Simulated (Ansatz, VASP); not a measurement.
**One calculation of Mg3CdSe4, two programs**

The input INCAR:

```
SYSTEM = Mg3CdSe4
PREC = Accurate
ENCUT = 600
EDIFF = 1E-7
ISMEAR = 0
SIGMA = 0.15
LREAL = .FALSE.
LASPH = .TRUE.
NELM = 120
ALGO = Normal
ISIF = 3
LWAVE = .FALSE.
LCHARG = .FALSE.
GGA = PE
IBRION = 2
NSW = 36
EDIFFG = -0.08
GGA_COMPAT = .FALSE.
NELMIN = 4
```

KPOINTS

```
regular mesh
0
G
  3 2 2
  0 0 0
```

File POSCAR:

```
Mg3CdSe4
1.0
    4.2774108200      0.0000000000      0.0000000000
    0.0000000000      4.2905204500      6.0444763600
    0.0000000000     -4.2905204500      6.0444763600
Mg Cd Se
3 1 4
Direct
    0.0000000000      0.0004780000      0.0004780000
    0.5000000000      0.0000590000      0.4996410000
    0.5000000000      0.4996410000      0.0000590000
    0.0000000000      0.5012900200      0.5012900200
    0.5000000000      0.3609339900      0.3609339900
    0.0000000000      0.3670920100      0.8943610200
    0.0000000000      0.8943610200      0.3670920100
    0.5000000000      0.8761439900      0.8761439900
```

Input for Ansatz:

```yaml
crystal:
  lattice:
    - [4.27741082, 0.0, 0.0]
    - [0.0, 4.29052045, 6.04447636]
    - [0.0, -4.29052045, 6.04447636]
  atoms:
    - { symbol: Mg, position: [0.0, 0.000478, 0.000478] }
    - { symbol: Mg, position: [0.5, 5.9e-05, 0.499641] }
    - { symbol: Mg, position: [0.5, 0.499641, 5.9e-05] }
    - { symbol: Cd, position: [0.0, 0.50129002, 0.50129002] }
    - { symbol: Se, position: [0.5, 0.36093399, 0.36093399] }
    - { symbol: Se, position: [0.0, 0.36709201, 0.89436102] }
    - { symbol: Se, position: [0.0, 0.89436102, 0.36709201] }
    - { symbol: Se, position: [0.5, 0.87614399, 0.87614399] }
basis:
  ecutwfc: 420
kpoints:
  mp_grid: { grid: [3, 2, 2] }
hamiltonian:
  xc: pbe
scf:
  occupations: { method: gaussian, width: 0.15 }
  lower_state_search: "off"
output:
  forces: true
  stress: true
  eigenvalues: true
relax:
  adjacent_minimum: "off"
  f_tol: 0.08
  max_steps: 16
  cell: { stress_tol: 0.8 }
```

Change from the starting cell: species swapped into the Ga4BiAs3 type (Amm2, No. 38).

Alike in both runs: task relaxation of cell and atoms; functional PBE; k mesh 3 × 2 × 2; occupations gaussian, width 0.15 eV; no spin polarisation.

|  | VASP | Ansatz |
| --- | --- | --- |
| version | VASP 6.6.1 | Ansatz 0.2.0 |
| potentials or method | VASP PAW PBE potentials, release 64 (Mg, Cd, Se), cutoff 600 eV | scalar-relativistic, plane waves, PAW |
| valence electrons in the cell | 42 | 114 |

|  | VASP | Ansatz | Ansatz less VASP |
| --- | --- | --- | --- |
| gap on the k mesh at the Fermi level, each at its own relaxed structure (eV) | 1.76 | 1.78 | +0.026 |
| relaxed volume (Å³/atom) | 27.69 | 27.69 | -0.003 |
| relaxed length of the cell vector where the two differ most in proportion (Å) | 4.309 | 4.317 | +0.0075 |

VASP's potentials hold 42 valence electrons a cell and Ansatz's 114, so a difference there can come from the potentials and not from the codes.

The k mesh is coarse, so the values compare programs but aren't converged.
